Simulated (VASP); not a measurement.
# Rh (P6_3/mmc) in VASP: notebook

The runs below take Rh through single point, with LDA.

Everything below comes from runs of VASP 6.6.1. Logs are shortened: lines on timing, memory, paths and dates and some standing lists are left out, and cuts for length are marked.

## 1. The cell of the first run

The structure is hexagonal, space group P6_3/mmc (No. 194). Conventional cell: a = 2.637 Å, b = 2.637 Å, c = 8.618 Å, α = 90.00°, β = 90.00°, γ = 120.00°. Within 3.5 Å of Rh (site symmetry -3m) lie 12 Rh at 2.64 Å. Rh (site symmetry -6m2) has 12 Rh at 2.64 Å within 3.5 Å.

## 2. Single point, LDA

Contents of INCAR:

```
PREC = Accurate
ENCUT = 520
EDIFF = 1E-6
ISMEAR = -1
SIGMA = 0.05
LREAL = F
LASPH = T
NELM = 60
ALGO = Normal
ISIF = 2
LWAVE = F
LCHARG = F
GGA = CA
NBANDS = 38
```

Contents of KPOINTS:

```
Automatic mesh
0
Gamma
  10 10 3
```

Contents of POSCAR:

```
Rh
1.0
    2.6367956380      0.0000000000      0.0000000000
   -1.3183978190      2.2835320057      0.0000000000
    0.0000000000      0.0000000000      8.6184672829
Rh
4
Direct
    0.0000000000      0.0000000000      0.0000000000
    0.3333333333      0.6666666667      0.2500000000
    0.0000000000      0.0000000000      0.5000000000
    0.6666666667      0.3333333333      0.7500000000
```

Potentials or basis: VASP PAW LDA potentials, release 64 (Rh_pv).

Launch:

```sh
> cat potpaw_LDA.64/Rh_pv/POTCAR > POTCAR
> mpirun -np 1 vasp_std > vasp.out
```

OUTCAR:

```text
PREC = Accurate
   ENCUT = 520
   EDIFF = 1E-6
   ISMEAR = -1
   LREAL = F
   LASPH = T
   NELM = 60
   ISIF = 2
   GGA = CA

 ion  position               nearest neighbor table
   1  0.000  0.000  0.000-   2 2.64   4 2.64   4 2.64   2 2.64   4 2.64   2 2.64
   2  0.333  0.667  0.250-   1 2.64   3 2.64   1 2.64   3 2.64   1 2.64   3 2.64
   3  0.000  0.000  0.500-   2 2.64   4 2.64   4 2.64   2 2.64   4 2.64   2 2.64
   4  0.667  0.333  0.750-   1 2.64   3 2.64   1 2.64   3 2.64   1 2.64   3 2.64

  LATTYP: Found a hexagonal cell.
 ALAT       =     2.6367956380
 C/A-ratio  =     3.2685382055

  Lattice vectors:

 A1 = (   2.6367956380,   0.0000000000,   0.0000000000)
 A2 = (  -1.3183978190,   2.2835320057,   0.0000000000)
 A3 = (   0.0000000000,   0.0000000000,   8.6184672829)

Analysis of symmetry for initial positions (statically):
=====================================================================
 Subroutine PRICEL returns:
 Original cell was already a primitive cell.

 Routine SETGRP: Setting up the symmetry group for a
 hexagonal supercell.

 Subroutine GETGRP returns: Found 24 space group operations
 (whereof 12 operations were pure point group operations)
 out of a pool of 24 trial point group operations.

The static configuration has the point symmetry D_3d.
 The point group associated with its full space group is D_6h.

Analysis of symmetry for dynamics (positions and initial velocities):
=====================================================================
 Subroutine PRICEL returns:
 Original cell was already a primitive cell.

 Routine SETGRP: Setting up the symmetry group for a
 hexagonal supercell.

 Subroutine GETGRP returns: Found 24 space group operations
 (whereof 12 operations were pure point group operations)
 out of a pool of 24 trial point group operations.

The dynamic configuration has the point symmetry D_3d.
 The point group associated with its full space group is D_6h.

 Subroutine INISYM returns: Found 24 space group operations
 (whereof 12 operations are pure point group operations),
 and found     1 'primitive' translations

----------------------------------------------------------------------------------------

                                     Primitive cell

  volume of cell :      51.8936

  direct lattice vectors                    reciprocal lattice vectors
     2.636795638  0.000000000  0.000000000     0.379248200  0.218959051  0.000000000
    -1.318397819  2.283532006  0.000000000     0.000000000  0.437918101  0.000000000
     0.000000000  0.000000000  8.618467283     0.000000000  0.000000000  0.116029912

  length of vectors
     2.636795638  2.636795637  8.618467283     0.437918101  0.437918101  0.116029912

  position of ions in fractional coordinates (direct lattice)
     0.000000000  0.000000000  0.000000000
     0.333333333  0.666666667  0.250000000
     0.000000000  0.000000000  0.500000000
     0.666666667  0.333333333  0.750000000

  ion indices of the primitive-cell ions
   primitive index   ion index
                 1           1
                 2           2
                 3           3
                 4           4

----------------------------------------------------------------------------------------

 KPOINTS: Automatic mesh

Automatic generation of k-mesh.
 Grid dimensions read from file:
 generate k-points for:   10   10    3

 Generating k-lattice:

  Cartesian coordinates                     Fractional coordinates (reciprocal lattice)
     0.037924820  0.021895905  0.000000000     0.100000000 -0.000000000  0.000000000
     0.000000000  0.043791810  0.000000000     0.000000000  0.100000000  0.000000000
     0.000000000  0.000000000  0.038676637     0.000000000  0.000000000  0.333333333

  Length of vectors
     0.043791810  0.043791810  0.038676637

  Shift w.r.t. Gamma in fractional coordinates (k-lattice)
     0.000000000  0.000000000  0.000000000

 Subroutine IBZKPT returns following result:
 ===========================================

 Found     28 irreducible k-points:

 Following reciprocal coordinates:
            Coordinates               Weight
  0.000000  0.000000  0.000000      1.000000
  0.100000 -0.000000  0.000000      6.000000
  0.200000 -0.000000  0.000000      6.000000
  0.300000 -0.000000  0.000000      6.000000
  0.400000  0.000000  0.000000      6.000000
  0.500000 -0.000000  0.000000      3.000000
[... 16 lines left out ...]
  0.300000  0.100000  0.333333     24.000000
  0.400000  0.100000  0.333333     24.000000
 [... further k-points ...]
   k-points           NKPTS =     28   k-points in BZ     NKDIM =     28   number of bands    NBANDS=     38
   number of dos      NEDOS =    301   number of ions     NIONS =      4
   total plane-waves  NPLWV =  25600
   dimension x,y,z NGX =    20 NGY =   20 NGZ =   64
   dimension x,y,z NGXF=    40 NGYF=   40 NGZF=  128
   ions per type =               4
   NGX,Y,Z   is equivalent  to a cutoff of  12.61, 12.61, 12.35 a.u.
   NGXF,Y,Z  is equivalent  to a cutoff of  25.22, 25.22, 24.69 a.u.
 SYSTEM =  unknown system
   PREC   = accura    normal or accurate (medium, high low for compatibility)
   ISTART =      0    job   : 0-new  1-cont  2-samecut
   ICHARG =      2    charge: 1-file 2-atom 10-const
   ISPIN  =      1    spin polarized calculation?
   LNONCOLLINEAR =      F non collinear calculations
   LSORBIT =      F    spin-orbit coupling
   LASPH  =      T    aspherical Exc in radial PAW
   ENCUT  =  520.0 eV  38.22 Ry    6.18 a.u.   4.90  4.90 16.02*2*pi/ulx,y,z
   NELM   =     60;   NELMIN=  2; NELMDL= -5     # of ELM steps
   EDIFF  = 0.1E-05   stopping-criterion for ELM
   LREAL  =      F    real-space projection
   EDIFFG = 0.1E-04   stopping-criterion for IOM
   NSW    =      0    number of steps for IOM
   IBRION =     -1    ionic relax: 0-MD 1-quasi-New 2-CG
   NFREE  =      0    steps in history (QN), initial steepest desc. (CG)
   ISIF   =      2    stress and relaxation
   ISYM   =      2    0-nonsym 1-usesym 2-fastsym
   POTIM  = 0.5000    time-step for ionic-motion
   TEBEG  =    0.0;   TEEND  =   0.0 temperature during run
   PSTRESS=    0.0 pullay stress
   NELECT =      60.0000    total number of electrons
   NUPDOWN=      -1.0000    fix difference up-down
   EMIN   =  10.00;   EMAX   =-10.00  energy-range for DOS
   EFERMI =   0.00;   METHOD = LEGACY
   ISMEAR =    -1;   SIGMA  =   0.05  broadening in eV -4-tet -1-fermi 0-gaus
   EFERMI_NEDOS =   21; number of points for ismear=-14 and -15
   IALGO  =     38    algorithm
   IMIX   =      4    mixing-type and parameters
     AMIX     =   0.40;   BMIX     =  1.00
     AMIX_MAG =   1.60;   BMIX_MAG =  1.00
  volume/ion in A,a.u.               =      12.97        87.55
  Fermi-wavevector in a.u.,A,eV,Ry     =   1.718254  3.247029 40.169800  2.952397
  Thomas-Fermi vector in A             =   2.795102
   LORBIT       =      0    0 simple, 1 ext, 2 COOP (PROOUT), +10 PAW based schemes
   GGA     = CA    functional components
   LHFCALC =     F    Hartree Fock is set to
   AEXX    =    0.0000 exact exchange contribution
   IVDW    =     0    specifies the selected vdW correction
   LEPSILON=     F    determine dielectric tensor
   LRPA    =     F    only Hartree local field effects (RPA)
 non-spin polarized calculation
  energy-cutoff  :      520.00
  volume of cell :       51.89
 maximum number of plane-waves:      1422
 NGX is ok and might be reduce to    20
   NGX =  9   NGY =  9   NGZ = 33

 number of electron      60.0000011 magnetization

 Free energy of the ion-electron system (eV)
  ---------------------------------------------------
  ext. energy  EPLUGINS =         0.00000000
  ---------------------------------------------------
  free energy    TOTEN  =       -34.67419609 eV

  energy without entropy =      -34.62846328  energy(sigma->0) =      -34.65132969

 E-fermi :  12.8808     XC(G=0): -14.7242

 val. band max:       12.8603556883   @ k =   0.3000   0.1000   0.3333
 cond. band min:      12.8931895756   @ k =   0.4000   0.0000   0.3333
 fundamental gap:      0.0328338874
 Fermi energy:        12.8808344590

 k-point     1 :       0.0000    0.0000    0.0000
  band No.  band energies     occupation
      1     -34.3430      2.00000
      2     -33.9050      2.00000
      3     -33.8917      2.00000
      4     -33.5720      2.00000
      5     -33.5720      2.00000
      6     -33.5234      2.00000
[... 30 lines left out ...]
     37      21.9708      0.00000
     38      27.3585      0.00000

 k-point     2 :       0.1000   -0.0000    0.0000
  band No.  band energies     occupation
      1     -34.3144      2.00000
      2     -33.9131      2.00000
      3     -33.9024      2.00000
      4     -33.6382      2.00000
      5     -33.5931      2.00000
      6     -33.5729      2.00000
[... 30 lines left out ...]
     37      21.8967      0.00000
     38      27.8198      0.00000

 k-point     3 :       0.2000   -0.0000    0.0000
  band No.  band energies     occupation
      1     -34.2358      2.00000
      2     -33.9705      2.00000
      3     -33.9637      2.00000
      4     -33.8029      2.00000
      5     -33.7152      2.00000
      6     -33.6467      2.00000
[... 30 lines left out ...]
     37      21.7376      0.00000
     38      28.2528      0.00000

 k-point     4 :       0.3000   -0.0000    0.0000
  band No.  band energies     occupation
      1     -34.1561      2.00000
      2     -34.1321      2.00000
      3     -34.0604      2.00000
      4     -33.9987      2.00000
      5     -33.9299      2.00000
      6     -33.7104      2.00000
[... 30 lines left out ...]
     37      21.6593      0.00000
     38      25.2680      0.00000
[... 703 lines left out ...]
      4     -33.8974      2.00000
      5     -33.8597      2.00000
      6     -33.7803      2.00000
[... 30 lines left out ...]
     37      23.7736      0.00000
     38      26.5995      0.00000

 k-point    23 :       0.3000    0.1000    0.3333
  band No.  band energies     occupation
      1     -34.2051      2.00000
      2     -34.1553      2.00000
      3     -34.1410      2.00000
      4     -34.0757      2.00000
      5     -33.9179      2.00000
      6     -33.8104      2.00000
[... 30 lines left out ...]
     37      23.9007      0.00000
     38      24.1713      0.00000

 k-point    24 :       0.4000    0.1000    0.3333
  band No.  band energies     occupation
      1     -34.2927      2.00000
      2     -34.2593      2.00000
      3     -34.2132      2.00000
      4     -34.1750      2.00000
      5     -33.8613      2.00000
      6     -33.8219      2.00000
[... 30 lines left out ...]
     37      22.5524      0.00000
     38      22.5833      0.00000

 [... further k-points ...]

------------------------ aborting loop because EDIFF is reached ----------------------------------------

  FORCE on cell =-STRESS in cart. coord.  units (eV):
  Direction    XX          YY          ZZ          XY          YZ          ZX
  --------------------------------------------------------------------------------------
  -------------------------------------------------------------------------------------
  Total        2.4670517      2.4670517      2.6801649      0.0000000      0.0000000      0.0000000
  in kB       76.1684693     76.1684692     82.7481873      0.0000000      0.0000000      0.0000000
  external PRESSURE =      78.3617086 kB  Pullay stress =       0.0000000 kB

 VOLUME and BASIS-vectors are now :
 -----------------------------------------------------------------------------
  energy-cutoff  :      520.00
  volume of cell :       51.89
      direct lattice vectors                 reciprocal lattice vectors
     2.636795638  0.000000000  0.000000000     0.379248200  0.218959051  0.000000000
    -1.318397819  2.283532006  0.000000000     0.000000000  0.437918101  0.000000000
     0.000000000  0.000000000  8.618467283     0.000000000  0.000000000  0.116029912

 POSITION                                       TOTAL-FORCE (eV/Angst)
 -----------------------------------------------------------------------------------
      0.00000      0.00000      0.00000         0.000000     -0.000000      0.000000
     -0.00000      1.52235      2.15462         0.000000      0.000000      0.000000
      0.00000      0.00000      4.30923         0.000000     -0.000000      0.000000
      1.31840      0.76118      6.46385        -0.000000     -0.000000     -0.000000
 -----------------------------------------------------------------------------------
    total drift:                                0.000000     -0.000000      0.000000

  FREE ENERGIE OF THE ION-ELECTRON SYSTEM (eV)
  ---------------------------------------------------
  free  energy   TOTEN  =       -34.6741960921 eV

  energy  without entropy=      -34.6284632828  energy(sigma->0) =      -34.65132969
```

It took 58 s on 1 thread of Intel Xeon 8259CL, shared host; peak memory 0.17 GiB.

Results:

```
Free energy            : -34.6742 eV
Pressure               : 7.8 GPa
Band gap on the k mesh : zero (band 30 reaches 13.77 eV, above the bottom of band 31 at 11.72 eV)
```

Stress tensor (GPa, compression positive):
```
7.62 0.00 0.00
0.00 7.62 0.00
0.00 0.00 8.27
```

## 3. Single point, LDA

This run uses another cell than the first one, of 13.25 Å³/atom, 1.021 times its volume.

Contents of INCAR:

```
ALGO = Normal
EDIFF = 1E-6
ENCUT = 520
GGA = CA
ISIF = 2
ISMEAR = -1
LASPH = True
LCHARG = False
LREAL = False
LWAVE = False
NBANDS = 38
NELM = 100
PREC = Accurate
SIGMA = 0.05
```

Contents of KPOINTS:

```
k-points
0
Gamma
  10 10 3
```

Contents of POSCAR:

```
Rh
1.0
    2.6553652331      0.0000000000      0.0000000000
   -1.3276826166      2.2996137468      0.0000000000
    0.0000000000      0.0000000000      8.6791627142
Rh
4
Direct
    0.0000000000      0.0000000000      0.0000000000
    0.3333333333      0.6666666667      0.2500000000
    0.0000000000      0.0000000000      0.5000000000
    0.6666666667      0.3333333333      0.7500000000
```

Potentials or basis: VASP PAW LDA potentials, release 64 (Rh_pv).

Launch:

```sh
> cat potpaw_LDA.64/Rh_pv/POTCAR > POTCAR
> mpirun -np 1 vasp_std > vasp.out
```

Wall time 68 s (1 thread of Intel Xeon 8259CL, shared host); peak memory 0.17 GiB.

Results (log left out):

```
Free energy            : -34.7041 eV
Pressure               : 0.7 GPa
Band gap on the k mesh : zero (band 30 reaches 13.32 eV, above the bottom of band 31 at 11.34 eV)
```

Stress tensor (GPa, compression positive):
```
0.54 0.00 0.00
0.00 0.54 0.00
0.00 0.00 1.15
```

Levels at points of the mesh, in eV from the Fermi level:
```tsv
k point	band 27	band 28	band 29	band 30	band 31	band 32
(0.00, 0.00, 0.00)	-2.86	-1.56	-1.56	-0.94	-0.94	-0.40
(0.50, 0.00, 0.00)	0.56	0.61	0.67	0.85	0.86	0.90
```

## 4. Single point, LDA

This run uses another cell than the first one, of 13.53 Å³/atom, 1.043 times its volume.

Contents of INCAR:

```
SYSTEM = Rh
PREC     = Accurate       ! precision mode
ENCUT    = 520            ! plane-wave cutoff, eV
EDIFF    = 1E-6           ! SCF threshold, eV
ISMEAR   = -1             ! smearing method
SIGMA    = 0.05           ! smearing width, eV
LREAL    = .FALSE.        ! projectors in reciprocal space
LASPH    = .TRUE.         ! aspherical terms in the spheres
NELM     = 100            ! most SCF steps
ALGO     = Normal         ! electronic algorithm
ISIF     = 2              ! what is computed and relaxed
LWAVE    = .FALSE.        ! write WAVECAR
LCHARG   = .FALSE.        ! write CHGCAR
GGA      = CA             ! functional
NBANDS   = 38             ! bands
```

Contents of KPOINTS:

```
Automatic mesh
0
G
  10 10 3
  0 0 0
```

Contents of POSCAR:

```
Rh
1.0
    2.6736786755      0.0000000000      0.0000000000
   -1.3368393378      2.3154736532      0.0000000000
    0.0000000000      0.0000000000      8.7390209003
Rh
4
Direct
    0.0000000000      0.0000000000      0.0000000000
    0.3333333333      0.6666666667      0.2500000000
    0.0000000000      0.0000000000      0.5000000000
    0.6666666667      0.3333333333      0.7500000000
```

Launch:

```sh
> cat potpaw_LDA.64/Rh_pv/POTCAR > POTCAR
> mpirun -np 1 vasp_std > vasp.out
```

Wall time 83 s (1 thread of Intel Xeon 8259CL, shared host); peak memory 0.17 GiB.

The run converged. Its results:

```yaml
Free_energy: -34.6880 eV
Pressure: -5.5 GPa
Band_gap_on_the_k_mesh: zero (band 30 reaches 12.89 eV, above the bottom of band 31 at 10.99 eV)
```

Stress tensor (GPa, compression positive):
```
-5.69  0.00  0.00
 0.00 -5.69  0.00
 0.00  0.00 -5.12
```

Levels at points of the mesh, in eV from the Fermi level:
| k point | band 26 | band 27 | band 28 | band 29 | band 30 | band 31 | band 32 | band 33 |
| --- | --- | --- | --- | --- | --- | --- | --- | --- |
| (0.00, 0.00, 0.00) | -2.77 | -2.77 | -1.51 | -1.51 | -0.91 | -0.91 | -0.38 | -0.38 |
| (0.50, 0.00, 0.00) | 0.54 | 0.54 | 0.59 | 0.65 | 0.82 | 0.83 | 0.86 | 1.16 |

## 5. Overview

| cell | gap on the mesh (eV) | pressure (GPa) |
| --- | --- | --- |
| a = 2.637, b = 2.637, c = 8.618 Å, angles 90.0, 90.0, 120.0°, 4 atoms | none | 7.8 |
| a = 2.655, b = 2.655, c = 8.679 Å, angles 90.0, 90.0, 120.0°, 4 atoms | none | 0.7 |
| a = 2.674, b = 2.674, c = 8.739 Å, angles 90.0, 90.0, 120.0°, 4 atoms | none | -5.5 |

Alike in all rows: task single point; level LDA; potentials or basis VASP PAW LDA potentials, release 64 (Rh_pv); no spin polarisation; k mesh 10 × 10 × 3; cutoff (eV) 520; smearing fermi-dirac 0.05 eV.

Absolute energies hang on the potentials; compare differences alone.
